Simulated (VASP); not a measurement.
# Sn (Fd-3m) in VASP: further runs

Runs on Sn. Level: r2SCAN+D3(BJ). Tasks: single point.

Everything below comes from runs of VASP 6.6.1. Logs are shortened: lines on timing, memory, paths and dates and some standing lists are left out, and cuts for length are marked.

### Step 1. The cell of the first run

It takes space group Fd-3m (No. 227, cubic). The conventional cell has a = 6.467 Å, b = 6.467 Å, c = 6.467 Å, α = 90.00°, β = 90.00°, γ = 90.00°. Within 3.7 Å of Sn (site symmetry -43m) lie 4 Sn at 2.80 Å.

### Step 2. Single point, r2SCAN+D3(BJ)

Input file POSCAR:

```
Sn
1.0
    0.0000000000      3.2333428000      3.2333428000
    3.2333428000      0.0000000000      3.2333428000
    3.2333428000      3.2333428000      0.0000000000
Sn
2
Direct
    0.0000000000      0.0000000000      0.0000000000
    0.2500000000      0.2500000000      0.2500000000
```

Input file INCAR.step1:

```
SYSTEM = Sn
  ALGO = Normal
  EDIFF = 1E-4
  ENCUT = 520
  GGA = PE
  ISMEAR = -1
  LASPH = .TRUE.
  LCHARG = .FALSE.
  LREAL = .FALSE.
  LWAVE = .TRUE.
  NBANDS = 21
  NELM = 80
  PREC = Accurate
  SIGMA = 0.1
```

Input file INCAR.step2:

```
SYSTEM = Sn
  ALGO = Normal
  EDIFF = 1E-7
  ENCUT = 520
  ISIF = 2
  ISMEAR = -1
  ISTART = 1
  IVDW = 12
  LASPH = .TRUE.
  LCHARG = .FALSE.
  LMIXTAU = .TRUE.
  LREAL = .FALSE.
  LWAVE = .FALSE.
  METAGGA = R2SCAN
  NBANDS = 21
  NELM = 80
  PREC = Accurate
  SIGMA = 0.1
  VDW_A1 = 0.49484001
  VDW_A2 = 5.73083694
  VDW_S6 = 1.0
  VDW_S8 = 0.78981345
```

Input file KPOINTS:

```
k-points
0
G
  6 6 6
  0 0 0
```

Potentials or basis: VASP PAW PBE potentials, release 64 (Sn_d).

Command:

```bash
$ cat potpaw_PBE.64/Sn_d/POTCAR > POTCAR
$ cp INCAR.step1 INCAR
$ mpirun -np 1 vasp_std > vasp.out
$ cp INCAR.step2 INCAR
$ mpirun -np 1 vasp_std > vasp.out
```

OUTCAR:

```text
SYSTEM = Sn
   EDIFF = 1E-7
   ENCUT = 520
   ISIF = 2
   ISMEAR = -1
   ISTART = 1
   IVDW = 12
   LASPH = .TRUE.
   LREAL = .FALSE.
   METAGGA = R2SCAN
   NELM = 80
   PREC = Accurate
 IVDW          = 12

 ion  position               nearest neighbor table
   1  0.000  0.000  0.000-   2 2.80   2 2.80   2 2.80   2 2.80
   2  0.250  0.250  0.250-   1 2.80   1 2.80   1 2.80   1 2.80

  LATTYP: Found a face centered cubic cell.
 ALAT       =     6.4666856000

  Lattice vectors:

 A1 = (   0.0000000000,   3.2333428000,   3.2333428000)
 A2 = (   3.2333428000,   0.0000000000,   3.2333428000)
 A3 = (   3.2333428000,   3.2333428000,   0.0000000000)

Analysis of symmetry for initial positions (statically):
=====================================================================
 Subroutine PRICEL returns:
 Original cell was already a primitive cell.

 Routine SETGRP: Setting up the symmetry group for a
 face centered cubic supercell.

 Subroutine GETGRP returns: Found 48 space group operations
 (whereof 24 operations were pure point group operations)
 out of a pool of 48 trial point group operations.

The static configuration has the point symmetry T_d .
 The point group associated with its full space group is O_h .

Analysis of symmetry for dynamics (positions and initial velocities):
=====================================================================
 Subroutine PRICEL returns:
 Original cell was already a primitive cell.

 Routine SETGRP: Setting up the symmetry group for a
 face centered cubic supercell.

 Subroutine GETGRP returns: Found 48 space group operations
 (whereof 24 operations were pure point group operations)
 out of a pool of 48 trial point group operations.

The dynamic configuration has the point symmetry T_d .
 The point group associated with its full space group is O_h .

 Subroutine INISYM returns: Found 48 space group operations
 (whereof 24 operations are pure point group operations),
 and found     1 'primitive' translations

----------------------------------------------------------------------------------------

                                     Primitive cell

  volume of cell :      67.6060

  direct lattice vectors                    reciprocal lattice vectors
     0.000000000  3.233342800  3.233342800    -0.154638723  0.154638723  0.154638723
     3.233342800  0.000000000  3.233342800     0.154638723 -0.154638723  0.154638723
     3.233342800  3.233342800  0.000000000     0.154638723  0.154638723 -0.154638723

  length of vectors
     4.572637240  4.572637240  4.572637240     0.267842124  0.267842124  0.267842124

  position of ions in fractional coordinates (direct lattice)
     0.000000000  0.000000000  0.000000000
     0.250000000  0.250000000  0.250000000

  ion indices of the primitive-cell ions
   primitive index   ion index
                 1           1
                 2           2

----------------------------------------------------------------------------------------

 KPOINTS: k-points

Automatic generation of k-mesh.
 Grid dimensions read from file:
 generate k-points for:    6    6    6

 Generating k-lattice:

  Cartesian coordinates                     Fractional coordinates (reciprocal lattice)
    -0.025773120  0.025773120  0.025773120     0.166666667  0.000000000  0.000000000
     0.025773120 -0.025773120  0.025773120     0.000000000  0.166666667  0.000000000
     0.025773120  0.025773120 -0.025773120     0.000000000  0.000000000  0.166666667

  Length of vectors
     0.044640354  0.044640354  0.044640354

  Shift w.r.t. Gamma in fractional coordinates (k-lattice)
     0.000000000  0.000000000  0.000000000

 Subroutine IBZKPT returns following result:
 ===========================================

 Found     16 irreducible k-points:

 Following reciprocal coordinates:
            Coordinates               Weight
  0.000000  0.000000  0.000000      1.000000
  0.166667  0.000000  0.000000      8.000000
  0.333333  0.000000  0.000000      8.000000
  0.500000  0.000000  0.000000      4.000000
  0.166667  0.166667  0.000000      6.000000
  0.333333  0.166667  0.000000     24.000000
[... 8 lines left out ...]
 -0.333333  0.333333  0.166667     24.000000
 -0.333333  0.500000  0.166667     12.000000
   k-points           NKPTS =     16   k-points in BZ     NKDIM =     16   number of bands    NBANDS=     21
   number of dos      NEDOS =    301   number of ions     NIONS =      2
   total plane-waves  NPLWV =  46656
   dimension x,y,z NGX =    36 NGY =   36 NGZ =   36
   dimension x,y,z NGXF=    72 NGYF=   72 NGZF=   72
   ions per type =               2
   NGX,Y,Z   is equivalent  to a cutoff of  13.09, 13.09, 13.09 a.u.
   NGXF,Y,Z  is equivalent  to a cutoff of  26.18, 26.18, 26.18 a.u.
 SYSTEM =  Sn
   PREC   = accura    normal or accurate (medium, high low for compatibility)
   ISTART =      1    job   : 0-new  1-cont  2-samecut
   ICHARG =      0    charge: 1-file 2-atom 10-const
   ISPIN  =      1    spin polarized calculation?
   LNONCOLLINEAR =      F non collinear calculations
   LSORBIT =      F    spin-orbit coupling
   LASPH  =      T    aspherical Exc in radial PAW
   ENCUT  =  520.0 eV  38.22 Ry    6.18 a.u.   8.50  8.50  8.50*2*pi/ulx,y,z
   NELM   =     80;   NELMIN=  2; NELMDL=  0     # of ELM steps
   EDIFF  = 0.1E-06   stopping-criterion for ELM
   LREAL  =      F    real-space projection
   EDIFFG = 0.1E-05   stopping-criterion for IOM
   NSW    =      0    number of steps for IOM
   IBRION =     -1    ionic relax: 0-MD 1-quasi-New 2-CG
   NFREE  =      0    steps in history (QN), initial steepest desc. (CG)
   ISIF   =      2    stress and relaxation
   ISYM   =      2    0-nonsym 1-usesym 2-fastsym
   POTIM  = 0.5000    time-step for ionic-motion
   TEBEG  =    0.0;   TEEND  =   0.0 temperature during run
   PSTRESS=    0.0 pullay stress
   NELECT =      28.0000    total number of electrons
   NUPDOWN=      -1.0000    fix difference up-down
   EMIN   =  10.00;   EMAX   =-10.00  energy-range for DOS
   EFERMI =   0.00;   METHOD = LEGACY
   ISMEAR =    -1;   SIGMA  =   0.10  broadening in eV -4-tet -1-fermi 0-gaus
   EFERMI_NEDOS =   21; number of points for ismear=-14 and -15
   IALGO  =     38    algorithm
   IMIX   =      4    mixing-type and parameters
     AMIX     =   0.40;   BMIX     =  1.00
     AMIX_MAG =   1.60;   BMIX_MAG =  1.00
  volume/ion in A,a.u.               =      33.80       228.11
  Fermi-wavevector in a.u.,A,eV,Ry     =   1.220298  2.306028 20.260793  1.489126
  Thomas-Fermi vector in A             =   2.355520
   LORBIT       =      0    0 simple, 1 ext, 2 COOP (PROOUT), +10 PAW based schemes
   METAGGA = R2SCAN    functional components
   LHFCALC =     F    Hartree Fock is set to
   AEXX    =    0.0000 exact exchange contribution
   IVDW    =    12    specifies the selected vdW correction
   LEPSILON=     F    determine dielectric tensor
   LRPA    =     F    only Hartree local field effects (RPA)
 non-spin polarized calculation
  energy-cutoff  :      520.00
  volume of cell :       67.61
 maximum number of plane-waves:      1853
 NGX is ok and might be reduce to    36
   NGX = 17   NGY = 17   NGZ = 17

 number of electron      28.0000008 magnetization

 Free energy of the ion-electron system (eV)
  ---------------------------------------------------
  ext. energy  EPLUGINS =         0.00000000
  ---------------------------------------------------
  free energy    TOTEN  =       -49.44323687 eV

  energy without entropy =      -49.43749950  energy(sigma->0) =      -49.44036819

 E-fermi :   5.6905     XC(G=0):  -9.6394

 val. band max:        5.4213299905   @ k =   0.0000   0.0000   0.0000
 cond. band min:       5.7047880846   @ k =   0.0000   0.0000   0.0000
 fundamental gap:      0.2834580941
 Fermi energy:         5.6905409817

 k-point     1 :       0.0000    0.0000    0.0000
  band No.  band energies     occupation
      1     -16.7237      2.00000
      2     -16.7237      2.00000
      3     -16.7237      2.00000
      4     -16.6556      2.00000
      5     -16.6556      2.00000
      6     -16.3223      2.00000
[... 13 lines left out ...]
     20      13.9811      0.00000
     21      13.9811      0.00000

 k-point     2 :       0.1667    0.0000    0.0000
  band No.  band energies     occupation
      1     -16.7414      2.00000
      2     -16.7414      2.00000
      3     -16.7169      2.00000
      4     -16.6296      2.00000
      5     -16.6296      2.00000
      6     -16.3494      2.00000
[... 13 lines left out ...]
     20      12.9241      0.00000
     21      12.9241      0.00000

 k-point     3 :       0.3333    0.0000    0.0000
  band No.  band energies     occupation
      1     -16.7586      2.00000
      2     -16.7586      2.00000
      3     -16.7029      2.00000
      4     -16.5986      2.00000
      5     -16.5986      2.00000
      6     -16.3724      2.00000
[... 13 lines left out ...]
     20      13.3847      0.00000
     21      13.3847      0.00000

 k-point     4 :       0.5000    0.0000    0.0000
  band No.  band energies     occupation
      1     -16.7633      2.00000
      2     -16.7633      2.00000
      3     -16.6955      2.00000
      4     -16.5890      2.00000
      5     -16.5890      2.00000
      6     -16.3779      2.00000
[... 13 lines left out ...]
     20      14.9787      0.00000
     21      14.9787      0.00000

 k-point     5 :       0.1667    0.1667    0.0000
  band No.  band energies     occupation
      1     -16.7395      2.00000
      2     -16.7395      2.00000
      3     -16.7336      2.00000
      4     -16.6313      2.00000
      5     -16.5999      2.00000
      6     -16.4033      2.00000
[... 13 lines left out ...]
     20      12.7238      0.00000
     21      14.3094      0.00000

 k-point     6 :       0.3333    0.1667    0.0000
  band No.  band energies     occupation
      1     -16.7699      2.00000
      2     -16.7564      2.00000
      3     -16.7041      2.00000
      4     -16.5990      2.00000
      5     -16.5595      2.00000
      6     -16.4441      2.00000
[... 13 lines left out ...]
     20      13.8222      0.00000
     21      14.4303      0.00000

 k-point     7 :       0.5000    0.1667    0.0000
  band No.  band energies     occupation
      1     -16.7884      2.00000
      2     -16.7689      2.00000
      3     -16.6672      2.00000
      4     -16.5686      2.00000
      5     -16.5567      2.00000
      6     -16.4375      2.00000
[... 13 lines left out ...]
     20      14.9291      0.00000
     21      15.0850      0.00000
[... 99 lines left out ...]
      1     -16.8056      2.00000
      2     -16.7800      2.00000
      3     -16.6325      2.00000
      4     -16.5194      2.00000
      5     -16.5083      2.00000
      6     -16.4900      2.00000
[... 13 lines left out ...]
     20      13.4134      0.00000
     21      16.9624      0.00000

 k-point    13 :       0.5000    0.5000    0.0000
  band No.  band energies     occupation
      1     -16.7796      2.00000
      2     -16.7796      2.00000
      3     -16.6332      2.00000
      4     -16.6332      2.00000
      5     -16.4759      2.00000
      6     -16.4759      2.00000
[... 13 lines left out ...]
     20      15.6350      0.00000
     21      16.6415      0.00000

 k-point    14 :       0.5000    0.3333    0.1667
  band No.  band energies     occupation
      1     -16.7866      2.00000
      2     -16.7805      2.00000
      3     -16.6590      2.00000
      4     -16.5664      2.00000
      5     -16.5149      2.00000
      6     -16.4881      2.00000
[... 13 lines left out ...]
     20      14.2025      0.00000
     21      16.0496      0.00000

 k-point    15 :      -0.3333    0.3333    0.1667
  band No.  band energies     occupation
      1     -16.8018      2.00000
      2     -16.7857      2.00000
      3     -16.6234      2.00000
      4     -16.5378      2.00000
      5     -16.5045      2.00000
      6     -16.4931      2.00000
[... 13 lines left out ...]
     20      15.5721      0.00000
     21      15.9013      0.00000

 k-point    16 :      -0.3333    0.5000    0.1667
  band No.  band energies     occupation
      1     -16.7950      2.00000
      2     -16.7950      2.00000
      3     -16.5888      2.00000
      4     -16.5887      2.00000
      5     -16.4814      2.00000
      6     -16.4814      2.00000
[... 13 lines left out ...]
     20      15.2919      0.00000
     21      16.5176      0.00000

------------------------ aborting loop because EDIFF is reached ----------------------------------------

 Edisp (eV)   -0.29552

 E8    (eV) :    -0.1149

  FORCE on cell =-STRESS in cart. coord.  units (eV):
  Direction    XX          YY          ZZ          XY          YZ          ZX
  --------------------------------------------------------------------------------------
  -------------------------------------------------------------------------------------
  Total       0.67034     0.67034     0.67034    -0.00000     0.00000    -0.00000
  in kB      15.88629    15.88629    15.88629    -0.00000     0.00000    -0.00000
  external pressure =       15.89 kB  Pullay stress =        0.00 kB

 VOLUME and BASIS-vectors are now :
 -----------------------------------------------------------------------------
  energy-cutoff  :      520.00
  volume of cell :       67.61
      direct lattice vectors                 reciprocal lattice vectors
     0.000000000  3.233342800  3.233342800    -0.154638723  0.154638723  0.154638723
     3.233342800  0.000000000  3.233342800     0.154638723 -0.154638723  0.154638723
     3.233342800  3.233342800  0.000000000     0.154638723  0.154638723 -0.154638723

 POSITION                                       TOTAL-FORCE (eV/Angst)
 -----------------------------------------------------------------------------------
      0.00000      0.00000      0.00000        -0.000000     -0.000000     -0.000000
      1.61667      1.61667      1.61667         0.000000      0.000000      0.000000
 -----------------------------------------------------------------------------------
    total drift:                                0.000000      0.000000      0.000000

  FREE ENERGIE OF THE ION-ELECTRON SYSTEM (eV)
  ---------------------------------------------------
  free  energy   TOTEN  =       -49.7387596486 eV

  energy  without entropy=      -49.7330222707  energy(sigma->0) =      -49.73589096
```

It took 2.8 min on 1 thread of AMD EPYC 7R13 (Zen 3), shared host; peak memory 0.18 GiB.

What came out:

```yaml
Free_energy: -49.7388 eV
Pressure: 1.6 GPa
Band_gap_on_the_k_mesh: zero (filled and empty bands touch)
Dispersion_energy_per_atom: -0.148 eV
```

Levels at points of the mesh, in eV from the Fermi level:
| k point | band 10 | band 11 | band 12 | band 13 | band 14 | band 15 | band 16 | band 17 | band 18 | band 19 |
| --- | --- | --- | --- | --- | --- | --- | --- | --- | --- | --- |
| (0.00, 0.00, 0.00) | -21.99 | -11.20 | -0.27 | 0.01 | 0.01 | 0.01 | 2.23 | 2.23 | 2.23 | 5.42 |
| (0.50, 0.00, 0.00) | -21.95 | -9.46 | -6.63 | -1.28 | -1.28 | 0.17 | 3.38 | 3.38 | 5.95 | 8.99 |
| (0.50, 0.50, 0.00) | -21.93 | -7.89 | -7.89 | -2.71 | -2.71 | 0.91 | 0.91 | 8.24 | 8.24 | 9.94 |

Caveat: three body term missing; the PAW data sets were made with another functional, which shifts forces and pressure a little; spin-orbit coupling is left out, which moves the levels of the heavy elements; pairwise dispersion overbinds metals, which lowers pressure and volume.

### Step 3. Single point, r2SCAN+D3(BJ)

This run uses another cell than the first one, of 35.04 Å³/atom, 1.037 times its volume.

Input file POSCAR:

```
Sn
1.0
    0.0000000000      3.2723394947      3.2723394947
    3.2723394947      0.0000000000      3.2723394947
    3.2723394947      3.2723394947      0.0000000000
Sn
2
Direct
    0.0000000000      0.0000000000      0.0000000000
    0.2500000000      0.2500000000      0.2500000000
```

Input file INCAR.step1:

```
SYSTEM = Sn
PREC = Accurate
ENCUT = 520
ISMEAR = -1
SIGMA = 0.1
LREAL = .FALSE.
LASPH = .TRUE.
NELM = 100
NBANDS = 21
GGA = PE
ALGO = Normal
EDIFF = 1E-4
LWAVE = .TRUE.
LCHARG = .FALSE.
```

Input file INCAR.step2:

```
SYSTEM = Sn
PREC = Accurate
ENCUT = 520
EDIFF = 1E-7
ISMEAR = -1
SIGMA = 0.1
LREAL = .FALSE.
LASPH = .TRUE.
NELM = 100
ALGO = Normal
ISIF = 2
LWAVE = .FALSE.
LCHARG = .FALSE.
METAGGA = R2SCAN
LMIXTAU = .TRUE.
IVDW = 12
VDW_S6 = 1.0
VDW_S8 = 0.78981345
VDW_A1 = 0.49484001
VDW_A2 = 5.73083694
NBANDS = 21
ISTART = 1
```

Input file KPOINTS:

```
Automatic mesh
0
G
  6 6 6
  0 0 0
```

Potentials or basis: VASP PAW PBE potentials, release 64 (Sn_d).

Command:

```bash
$ cat potpaw_PBE.64/Sn_d/POTCAR > POTCAR
$ cp INCAR.step1 INCAR
$ mpirun -np 1 vasp_std > vasp.out
$ cp INCAR.step2 INCAR
$ mpirun -np 1 vasp_std > vasp.out
```

Wall time 2.7 min (1 thread of AMD EPYC 7R13 (Zen 3), shared host); peak memory 0.18 GiB.

It converged, with:

```yaml
Free_energy: -49.7507 eV
Pressure: -0.1 GPa
Band_gap_on_the_k_mesh: zero (filled and empty bands touch)
Dispersion_energy_per_atom: -0.143 eV
```

Levels at points of the mesh, in eV from the Fermi level:
| k point | band 12 | band 13 | band 14 | band 15 | band 16 | band 17 |
| --- | --- | --- | --- | --- | --- | --- |
| (0.00, 0.00, 0.00) | -0.50 | 0.05 | 0.05 | 0.05 | 2.27 | 2.27 |
| (0.50, 0.00, 0.00) | -6.45 | -1.18 | -1.18 | 0.13 | 3.40 | 3.40 |
| (0.50, 0.50, 0.00) | -7.72 | -2.55 | -2.55 | 0.99 | 0.99 | 8.04 |

Caveat: three body term missing; the PAW data sets were made with another functional, which shifts forces and pressure a little; spin-orbit coupling is left out, which moves the levels of the heavy elements; pairwise dispersion overbinds metals, which lowers pressure and volume.
